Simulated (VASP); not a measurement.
A run of VASP 6.6.1 is set up as follows.

INCAR

```
ALGO = Normal
EDIFF = 1E-6
ENCUT = 520
GGA = PE
ISIF = 2
ISMEAR = 0
LASPH = T
LCHARG = F
LREAL = F
LWAVE = F
NBANDS = 15
NELM = 80
PREC = Accurate
SIGMA = 0.02
```

KPOINTS

```
k-points
0
Gamma
  8 8 8
```

The input POSCAR:

```
CaO
1.0
    0.0000000000      2.4155353578      2.4155353578
    2.4155353578      0.0000000000      2.4155353578
    2.4155353578      2.4155353578      0.0000000000
Ca O
1 1
Direct
    0.5000000000      0.5000000000      0.5000000000
    0.0000000000      0.0000000000      0.0000000000
```

Potentials or basis: VASP PAW PBE potentials, release 64 (Ca_sv, O).

Launch:

```console
$ cat potpaw_PBE.64/Ca_sv/POTCAR potpaw_PBE.64/O/POTCAR > POTCAR
$ mpirun -np 1 vasp_std > vasp.out
```

Estimate the band gap on the k mesh.

3.64 eV, indirect (least direct gap 4.02 eV).

Predict the pressure.

0.5 GPa.

A k mesh can miss the band edges. PBE gaps usually lie below the measured ones, often by a third to a half.
